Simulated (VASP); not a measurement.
Sb, 2 atoms in the cell. It takes space group P6_3/mmc (No. 194, hexagonal). The conventional cell has a = 3.410 Å, b = 3.410 Å, c = 5.560 Å, α = 90.00°, β = 90.00°, γ = 120.00°. Sb (site symmetry -6m2) has 12 Sb at 3.41 Å within 4.5 Å.  This cell differs from its parent crystal: volume scaled by 1.05.

```yaml
Program: VASP 6.6.1
Task: electric field gradients
Functional: r2SCAN
Potentials_or_basis: VASP PAW PBE potentials, release 64 (Sb)
Cutoff: 520 eV
k_mesh: 13 × 13 × 7
Occupations: fermi-dirac, width 0.05 eV
Spin: no spin polarisation
Dipole_correction: no
Further_INCAR_settings: ALGO = Normal; EDIFF = 1e-08; NBANDS = 12
```

Potentials or basis: VASP PAW PBE potentials, release 64 (Sb).

The run is started by

```sh
$ cat potpaw_PBE.64/Sb/POTCAR > POTCAR
$ cp INCAR.step1 INCAR
$ mpirun -np 1 vasp_std > vasp.out
$ cp INCAR.step2 INCAR
$ mpirun -np 1 vasp_std > vasp.out
```

Hardware: 1 thread of Intel(R) Xeon(R) 6975P-C (Granite Rapids), with other jobs on the host.

Problem. Estimate the wall time of this run.

Solution. It took 110 s on 1 thread of Intel(R) Xeon(R) 6975P-C (Granite Rapids), on a shared host, peak memory 0.21 GiB. Counts: k points 84.
